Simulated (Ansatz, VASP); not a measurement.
# Si: VASP beside Ansatz

```
CELL_PARAMETERS angstrom
3.84753 0.00000 0.00000
-1.92376 3.33205 0.00000
0.00000 0.00000 18.44160
ATOMIC_POSITIONS crystal
Si 0.33333 0.66667 0.26954
Si 0.66667 0.33333 0.24401
Si 0.33333 0.66667 0.50113
Si 0.66667 0.33333 0.47560
```

Alike in both runs: task single point; functional PBE; dispersion D3(BJ); k mesh 9 × 9 × 1; occupations gaussian, width 0.1 eV; no spin polarisation.

|  | VASP | Ansatz |
| --- | --- | --- |
| version | VASP 6.6.1 | Ansatz 0.2.0 |
| potentials or method | VASP PAW PBE potentials, release 64 (Si), cutoff 520 eV | scalar-relativistic, plane waves, PAW |
| valence electrons in the cell | 16 | 16 |

VASP gave:

| Property | Result |
| --- | --- |
| gap on the k mesh at the Fermi level (eV) | 0.46 |
| least direct gap on the mesh (eV) | 0.57 |
| rms of the force components (eV/Å) | 0.030 |

What did Ansatz give for the same quantities?

gap on the k mesh at the Fermi level (eV): 0.46; least direct gap on the mesh (eV): 0.57; rms of the force components (eV/Å): 0.032.

Atom by atom the forces differ by 0.003 eV/Å (rms over components).
